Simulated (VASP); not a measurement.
A run of VASP 6.6.1 is set up as follows.

The input INCAR:

```
SYSTEM = TiB2N3
ALGO     = Normal         ! electronic algorithm
EDIFF    = 1E-6           ! SCF threshold, eV
ENCUT    = 910            ! plane-wave cutoff, eV
GGA      = PE             ! functional
GGA_COMPAT= .False.      
ISIF     = 2              ! what is computed and relaxed
ISMEAR   = 0              ! smearing method
ISPIN    = 2              ! spin polarisation
LASPH    = .True.         ! aspherical terms in the spheres
LCHARG   = .False.        ! write CHGCAR
LMAXMIX  = 4              ! l up to which the mixer works
LORBIT   = 11             ! projections on sites
LREAL    = .False.        ! projectors in reciprocal space
LWAVE    = .False.        ! write WAVECAR
MAGMOM   = 1 0 0 0 0 0    ! initial moments
NBANDS   = 30             ! bands
NELM     = 200            ! most SCF steps
PREC     = Accurate       ! precision mode
SIGMA    = 0.1            ! smearing width, eV
```

Contents of KPOINTS:

```
k-points
0
Gamma
  6 6 2
  0 0 0
```

File POSCAR:

```
TiB2N3
1.0
    2.8003686941      0.0000000000      0.0000000000
    0.0000000000      2.8003686941      0.0000000000
    0.0000000000      0.0000000000      6.6702798289
Ti B N
1 2 3
Direct
    0.5000000000      0.5000000000      0.5000000000
    0.5000000000      0.5000000000      0.8764174999
    0.5000000000      0.5000000000      0.1235825001
    0.0000000000      0.0000000000      0.0000000000
    0.0000000000      0.0000000000      0.6058304491
    0.0000000000      0.0000000000      0.3941695509
```

Potentials or basis: VASP PAW PBE potentials, release 64 (Ti_sv, B_h, N_h).

Run with:

```console
$ cat potpaw_PBE.64/Ti_sv/POTCAR potpaw_PBE.64/B_h/POTCAR potpaw_PBE.64/N_h/POTCAR > POTCAR
$ mpirun -np 1 vasp_std > vasp.out
```

Task: What does it give for the net moment?

Result: 0.00 μB per cell.

Task: What does it give for the largest force?

Result: 0.070 eV/Å.

Task: What does it give for the pressure?

Result: 0.1 GPa.

Forces on the atoms (eV/Å):
```
Ti   0.000  0.000  0.000
B    0.000  0.000  0.014
B    0.000  0.000 -0.014
N    0.000  0.000  0.000
N    0.000  0.000  0.070
N    0.000  0.000 -0.070
```

Caveat: the k points lie up to 0.47 Å⁻¹ apart; the cutoff is under 1.25 times the usual one of these potentials, so pressure, stress and relaxed cells hold a basis-set (Pulay) error.
